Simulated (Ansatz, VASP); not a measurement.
Two plane-wave programs on Cu

```
CELL_PARAMETERS angstrom
4.24642 -0.00001 -0.06042
-2.12322 6.37028 0.02870
-1.44625 -0.00051 2.15374
ATOMIC_POSITIONS crystal
Cu 0.40000 0.80000 0.00000
Cu 0.20000 0.40000 0.00000
Cu 0.80000 0.60000 0.00000
Cu 0.00000 0.00000 0.00000
Cu 0.60000 0.20000 0.00000
```

Change from the starting cell: band edges of the strained film's bulk.

Alike in both runs: task single point; functional PBE; k mesh 9 × 6 × 16; occupations gaussian, width 0.1 eV; no spin polarisation.

|  | VASP | Ansatz |
| --- | --- | --- |
| version | VASP 6.6.1 | Ansatz 0.2.0 |
| potentials or method | VASP PAW PBE potentials, release 64 (Cu), cutoff 520 eV | scalar-relativistic, plane waves, PAW |
| valence electrons in the cell | 55 | 95 |

Ansatz gave:

```
gap on the k mesh at the Fermi level (eV)                     : none
pressure (GPa)                                                : 5.9
traceless stress, the component that is largest in VASP (GPa) : -5.84
```

Question: Which values does VASP return?

Answer: gap on the k mesh at the Fermi level (eV): none; pressure (GPa): 6.4; traceless stress, the component that is largest in VASP (GPa): -5.85.

A gap of «none» marks a metal or a gap that the smearing closes. With one functional, cell and mesh, what is left measures potentials, basis and numerics. VASP's potentials hold 55 valence electrons a cell and Ansatz's 95, so a difference there can come from the potentials and not from the codes.
